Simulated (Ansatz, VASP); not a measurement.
Two plane-wave programs on Si5Ge

```
CELL_PARAMETERS angstrom
4.69461 0.00000 0.00000
-2.34731 4.06565 0.00000
0.00000 0.00000 5.75729
ATOMIC_POSITIONS crystal
Si 0.00000 0.00000 0.00000
Si 0.33333 0.66667 0.27534
Si 0.66667 0.33333 0.27534
Si 0.66667 0.33333 0.72466
Si 0.33333 0.66667 0.72466
Ge 0.00000 0.00000 0.50000
```

Alike in both runs: task single point; functional PBE; k mesh 6 × 6 × 4; occupations gaussian, width 0.1 eV; no spin polarisation.

|  | VASP | Ansatz |
| --- | --- | --- |
| version | VASP 6.6.1 | Ansatz 0.2.0 |
| potentials or method | VASP PAW PBE potentials, release 64 (Si, Ge_d), cutoff 520 eV | scalar-relativistic, plane waves, PAW |
| valence electrons in the cell | 34 | 34 |

|  | VASP | Ansatz | Ansatz less VASP |
| --- | --- | --- | --- |
| gap on the k mesh at the Fermi level (eV) | none | none | - |
| pressure (GPa) | -8.4 | -8.4 | -0.02 |
| traceless stress, the component that is largest in VASP (GPa) | -3.35 | -3.35 | -0.004 |
| rms of the force components (eV/Å) | 0.099 | 0.099 | +0.0003 |

Atom by atom the forces differ by 0.000 eV/Å (rms over components). A gap of «none» marks a metal or a gap that the smearing closes.
